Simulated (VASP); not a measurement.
# Ca3SbP (P4mm) in VASP: a series of runs, part 2 of 2

VASP 6.6.1. The steps go on from the part before.

## (3) Single point, LDA

This run uses another cell than the first one, of 27.54 Å³/atom, 1.026 times its volume.

The input, INCAR:

```
  ALGO = Normal
  EDIFF = 1E-7
  ENCUT = 520
  GGA = CA
  ISIF = 2
  ISMEAR = 0
  LASPH = True
  LCHARG = False
  LREAL = False
  LWAVE = False
  NBANDS = 28
  NELM = 100
  PREC = Accurate
  SIGMA = 0.05
```

The input, KPOINTS:

```
k-points
0
Gamma
  6 6 6
```

The input, POSCAR:

```
Ca3SbP
1.0
    5.1639159141      0.0000000000      0.0000000000
    0.0000000000      5.1639159141      0.0000000000
    0.0000000000      0.0000000000      5.1639159141
Ca Sb P
3 1 1
Direct
   -0.0057413859      0.5000000000      0.5000000000
    0.4771498990      0.0000000000      0.5000000000
    0.4771498990      0.5000000000      0.0000000000
    0.0175527343      0.0000000000      0.0000000000
    0.4975610011      0.5000000000      0.5000000000
```

Potentials or basis: VASP PAW LDA potentials, release 64 (Ca_sv, Sb, P).

On the command line:

```
$ cat potpaw_LDA.64/Ca_sv/POTCAR potpaw_LDA.64/Sb/POTCAR potpaw_LDA.64/P/POTCAR > POTCAR
$ mpirun -np 1 vasp_std > vasp.out
```

Run time: 2.7 min. Hardware: 1 thread of Oxide Virtual Turin-like, shared host; peak memory 0.26 GiB.

The run converged. Its results:

```yaml
Free_energy: -22.5493 eV
Pressure: 2.8 GPa
Largest_force: 0.044 eV/Å
Band_gap_on_the_k_mesh: 0.51 eV, direct
```

Forces in eV/Å, atoms in the order of the input:
```
Ca  -0.008  0.000  0.000
Ca   0.021  0.000  0.000
Ca   0.021  0.000  0.000
Sb  -0.044  0.000  0.000
P    0.010  0.000  0.000
```

Stress tensor (GPa, compression positive):
```
3.09 0.00 0.00
0.00 2.71 0.00
0.00 0.00 2.71
```

Levels at points of the mesh, in eV from the valence-band top:
```tsv
k point	band 17	band 18	band 19	band 20	band 21	band 22	band 23	band 24
(0.00, 0.00, 0.00)	-1.77	-0.04	0.00	0.00	0.51	0.70	0.81	0.93
(0.50, 0.00, 0.00)	-1.63	-1.63	-1.16	-1.16	1.14	1.46	1.88	2.73
(0.00, 0.50, 0.00)	-1.62	-1.62	-1.17	-1.13	1.14	1.47	1.87	2.66
(0.50, 0.50, 0.00)	-1.87	-1.46	-1.43	-1.14	1.72	1.75	1.96	2.41
(0.00, 0.50, 0.50)	-1.86	-1.44	-1.44	-1.09	1.70	1.70	1.94	2.35
(0.50, 0.50, 0.50)	-3.37	-1.82	-1.82	-1.80	1.98	2.01	2.01	2.94
```

Caveat: spin-orbit coupling is left out, which moves the levels of the heavy elements. Expect the measured gap to be larger: semilocal functionals such as LDA lack the derivative discontinuity.

## (4) Single point, LDA

This run uses another cell than the first one, of 27.54 Å³/atom, 1.026 times its volume.

The input, INCAR:

```
PREC = Accurate
ENCUT = 520
EDIFF = 1E-7
ISMEAR = 0
SIGMA = 0.05
LREAL = F
LASPH = T
NELM = 60
ALGO = Normal
ISIF = 2
LWAVE = F
LCHARG = F
NBANDS = 28
```

The input, KPOINTS:

```
regular mesh
0
Gamma
  6 6 6
```

The input, POSCAR:

```
Ca3SbP
1.0
    5.1639159141      0.0000000000      0.0000000000
    0.0000000000      5.1639159141      0.0000000000
    0.0000000000      0.0000000000      5.1639159141
Ca Sb P
3 1 1
Direct
   -0.0086120789      0.5000000000      0.5000000000
    0.4657248486      0.0000000000      0.5000000000
    0.4657248486      0.5000000000      0.0000000000
    0.0263291015      0.0000000000      0.0000000000
    0.4963415017      0.5000000000      0.5000000000
```

On the command line:

```
$ cat potpaw_LDA.64/Ca_sv/POTCAR potpaw_LDA.64/Sb/POTCAR potpaw_LDA.64/P/POTCAR > POTCAR
$ mpirun -np 1 vasp_std > vasp.out
```

It took 2.9 min on 1 thread of Oxide Virtual Turin-like, shared host; peak memory 0.26 GiB.

Results (log left out):

```yaml
Free_energy: -22.5418 eV
Pressure: 3.0 GPa
Largest_force: 0.102 eV/Å
Band_gap_on_the_k_mesh: 0.62 eV, direct
```

Forces in eV/Å, atoms in the order of the input:
```
Ca  -0.009  0.000  0.000
Ca   0.057  0.000  0.000
Ca   0.057  0.000  0.000
Sb  -0.102  0.000  0.000
P   -0.003  0.000  0.000
```

Stress tensor (GPa, compression positive):
```
3.56 0.00 0.00
0.00 2.74 0.00
0.00 0.00 2.74
```

Levels at points of the mesh, in eV from the valence-band top:
| k point | band 18 | band 19 | band 20 | band 21 | band 22 | band 23 |
| --- | --- | --- | --- | --- | --- | --- |
| (0.00, 0.00, 0.00) | -0.06 | 0.00 | 0.00 | 0.62 | 0.92 | 0.96 |
| (0.50, 0.00, 0.00) | -1.53 | -1.07 | -1.07 | 1.25 | 1.56 | 1.98 |
| (0.00, 0.50, 0.00) | -1.50 | -1.09 | -1.00 | 1.24 | 1.58 | 1.96 |
| (0.50, 0.50, 0.00) | -1.37 | -1.31 | -1.06 | 1.82 | 1.89 | 2.08 |
| (0.00, 0.50, 0.50) | -1.32 | -1.32 | -0.93 | 1.78 | 1.78 | 2.03 |
| (0.50, 0.50, 0.50) | -1.72 | -1.72 | -1.67 | 2.06 | 2.13 | 2.13 |

Caveat: spin-orbit coupling is left out, which moves the levels of the heavy elements. A k mesh can miss the band edges.

## (5) Single point, LDA

This run uses another cell than the first one, of 28.25 Å³/atom, 1.052 times its volume.

The input, INCAR:

```
PREC = Accurate ; ENCUT = 520
EDIFF = 1E-6 ; ISMEAR = 0
SIGMA = 0.05 ; LREAL = F
LASPH = T ; NELM = 60
ALGO = Normal ; ISIF = 2
LWAVE = F ; LCHARG = F
GGA = CA ; NBANDS = 28
```

The input, KPOINTS:

```
Automatic mesh
0
Gamma
  6 6 6
```

The input, POSCAR:

```
Ca3SbP
1.0
    5.2080295048      0.0000000000      0.0000000000
    0.0000000000      5.2080295048      0.0000000000
    0.0000000000      0.0000000000      5.2080295048
Ca Sb P
3 1 1
Direct
   -0.0114827719      0.5000000000      0.5000000000
    0.4542997981      0.0000000000      0.5000000000
    0.4542997981      0.5000000000      0.0000000000
    0.0351054686      0.0000000000      0.0000000000
    0.4951220023      0.5000000000      0.5000000000
```

On the command line:

```
$ cat potpaw_LDA.64/Ca_sv/POTCAR potpaw_LDA.64/Sb/POTCAR potpaw_LDA.64/P/POTCAR > POTCAR
$ mpirun -np 1 vasp_std > vasp.out
```

Run time: 2.7 min. Hardware: 1 thread of Oxide Virtual Turin-like, shared host; peak memory 0.27 GiB.

Results (log left out):

- Free energy: -22.5833 eV
- Pressure: 1.9 GPa
- Largest force: 0.122 eV/Å
- Band gap on the k mesh: 0.76 eV, direct

Forces in eV/Å, atoms in the order of the input:
```
Ca  -0.007  0.000  0.000
Ca   0.088  0.000  0.000
Ca   0.088  0.000  0.000
Sb  -0.122  0.000  0.000
P   -0.047  0.000  0.000
```

Stress tensor (GPa, compression positive):
```
2.77 0.00 0.00
0.00 1.45 0.00
0.00 0.00 1.45
```

Levels at points of the mesh, in eV from the valence-band top:
```tsv
k point	band 18	band 19	band 20	band 21	band 22	band 23
(0.00, 0.00, 0.00)	-0.07	0.00	0.00	0.76	1.08	1.13
(0.50, 0.00, 0.00)	-1.44	-0.93	-0.93	1.40	1.67	2.02
(0.00, 0.50, 0.00)	-1.39	-0.97	-0.82	1.38	1.69	2.01
(0.50, 0.50, 0.00)	-1.23	-1.13	-0.94	1.93	2.04	2.16
(0.00, 0.50, 0.50)	-1.15	-1.15	-0.71	1.86	1.86	2.07
(0.50, 0.50, 0.50)	-1.57	-1.57	-1.48	2.13	2.25	2.25
```

Caveat: spin-orbit coupling is left out, which moves the levels of the heavy elements. A k mesh can miss the band edges.

## (6) Single point, LDA

This run uses another cell than the first one, of 28.25 Å³/atom, 1.052 times its volume.

The input, INCAR:

```
SYSTEM = Ca3SbP
  ALGO = Normal
  EDIFF = 1E-6
  ENCUT = 520
  GGA = CA
  ISIF = 2
  ISMEAR = 0
  LASPH = .TRUE.
  LCHARG = .FALSE.
  LREAL = .FALSE.
  LWAVE = .FALSE.
  NBANDS = 28
  NELM = 100
  PREC = Accurate
  SIGMA = 0.05
```

The input, KPOINTS:

```
k-points
0
G
  6 6 6
  0 0 0
```

The input, POSCAR:

```
Ca3SbP
1.0
    5.2080295048      0.0000000000      0.0000000000
    0.0000000000      5.2080295048      0.0000000000
    0.0000000000      0.0000000000      5.2080295048
Ca Sb P
3 1 1
Direct
   -0.0057413859      0.5000000000      0.5000000000
    0.4771498990      0.0000000000      0.5000000000
    0.4771498990      0.5000000000      0.0000000000
    0.0175527343      0.0000000000      0.0000000000
    0.4975610011      0.5000000000      0.5000000000
```

Potentials or basis: VASP PAW LDA potentials, release 64 (Ca_sv, Sb, P).

On the command line:

```
$ cat potpaw_LDA.64/Ca_sv/POTCAR potpaw_LDA.64/Sb/POTCAR potpaw_LDA.64/P/POTCAR > POTCAR
$ mpirun -np 1 vasp_std > vasp.out
```

Wall time 3.4 min (1 thread of Oxide Virtual Turin-like, shared host); peak memory 0.26 GiB.

Results (log left out):

```yaml
Free_energy: -22.5978 eV
Pressure: 1.5 GPa
Largest_force: 0.012 eV/Å
Band_gap_on_the_k_mesh: 0.55 eV, direct
```

Forces on the atoms (eV/Å):
```
Ca  -0.005  0.000  0.000
Ca   0.009  0.000  0.000
Ca   0.009  0.000  0.000
Sb  -0.012  0.000  0.000
P    0.000  0.000  0.000
```

Stress tensor (GPa, compression positive):
```
1.74 0.00 0.00
0.00 1.37 0.00
0.00 0.00 1.37
```

Levels at points of the mesh, in eV from the valence-band top:
| k point | band 18 | band 19 | band 20 | band 21 | band 22 | band 23 |
| --- | --- | --- | --- | --- | --- | --- |
| (0.00, 0.00, 0.00) | -0.04 | 0.00 | 0.00 | 0.55 | 0.72 | 0.86 |
| (0.50, 0.00, 0.00) | -1.63 | -1.10 | -1.10 | 1.18 | 1.48 | 1.84 |
| (0.00, 0.50, 0.00) | -1.62 | -1.11 | -1.08 | 1.18 | 1.49 | 1.83 |
| (0.50, 0.50, 0.00) | -1.40 | -1.38 | -1.09 | 1.73 | 1.76 | 1.93 |
| (0.00, 0.50, 0.50) | -1.38 | -1.38 | -1.03 | 1.71 | 1.71 | 1.91 |
| (0.50, 0.50, 0.50) | -1.77 | -1.77 | -1.75 | 1.97 | 2.00 | 2.00 |

Caveat: spin-orbit coupling is left out, which moves the levels of the heavy elements.

## (7) Summary

| cell | gap on the mesh (eV) | pressure (GPa) | largest force (eV/Å) |
| --- | --- | --- | --- |
| a = 5.120 Å, 5 atoms | 0.59 | 4.5 | 0.15 |
| a = 5.164 Å, 5 atoms | 0.62 | 3.0 | 0.10 |
| a = 5.208 Å, 5 atoms | 0.55 | 1.5 | 0.01 |

Some of these runs hold the atoms at other places in the same cell, which the table doesn't show; runs alike in all that it shows share one row.

Alike in all rows: task single point; level LDA; potentials or basis VASP PAW LDA potentials, release 64 (Ca_sv, Sb, P); no spin polarisation; k mesh 6 × 6 × 6; cutoff (eV) 520; smearing gaussian 0.05 eV.

Caveats: spin-orbit coupling is left out, which moves the levels of the heavy elements.

Absolute energies hang on the potentials; compare differences alone.
